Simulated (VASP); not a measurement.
## HfO2: single point with PBE

The system is HfO2.

```xyz
3
Lattice="0.0000 2.3337 2.5575 2.7813 0.0000 2.5575 2.7813 2.3337 0.0000" Properties=species:S:1:pos:R:3 pbc="T T T"
Hf    0.0000    0.0000    0.0000
O     1.3906    1.1669    1.2788
O     4.1719    3.5006    3.8363
```

This cell differs from its parent crystal: strain +0.0875 x Voigt [1, -1, 0, 0, 0, 0].

```
Program                : VASP 6.6.1
Task                   : single point
Functional             : PBE
Potentials or basis    : VASP PAW PBE potentials, release 64 (Hf_pv, O)
Cutoff                 : 520 eV
k mesh                 : 8 × 8 × 8
Occupations            : gaussian, width 0.05 eV
Spin                   : no spin polarisation
Dipole correction      : no
Further INCAR settings : ALGO = Normal; EDIFF = 1e-06; NBANDS = 18
```

| Item | Value |
| --- | --- |
| Pressure | -3.0 GPa |
| Band gap on the k mesh | 1.31 eV, indirect (least direct gap 1.73 eV) |

Stress tensor (GPa, compression positive):
```
-44.02   0.00   0.00
  0.00  38.34   0.00
  0.00   0.00  -3.42
```

Levels at points of the mesh, in eV from the valence-band top:
| k point | band 8 | band 9 | band 10 | band 11 | band 12 | band 13 | band 14 | band 15 |
| --- | --- | --- | --- | --- | --- | --- | --- | --- |
| (0.00, 0.00, 0.00) | -6.18 | -2.78 | -1.80 | -0.42 | 1.31 | 2.83 | 5.29 | 8.33 |
| (0.50, 0.00, 0.00) | -3.98 | -3.90 | -3.01 | -2.74 | 3.01 | 3.52 | 5.14 | 7.47 |
| (0.50, 0.50, 0.00) | -4.07 | -4.06 | -1.05 | -0.98 | 1.73 | 4.78 | 5.12 | 6.12 |
| (0.50, 0.00, 0.50) | -4.53 | -3.58 | -2.22 | 0.00 | 2.05 | 4.43 | 6.21 | 6.82 |
| (0.00, 0.50, 0.50) | -4.18 | -2.96 | -1.86 | -1.25 | 2.19 | 3.78 | 4.26 | 5.80 |

It took 38 s on 1 thread of Intel(R) Xeon(R) 6975P-C (Granite Rapids), on a shared host, peak memory 0.19 GiB.

Caveat: the cell differs from its parent crystal (strain +0.0875 x Voigt [1, -1, 0, 0, 0, 0]); spin-orbit coupling is left out, which moves the levels of the heavy elements. A k mesh can miss the band edges.
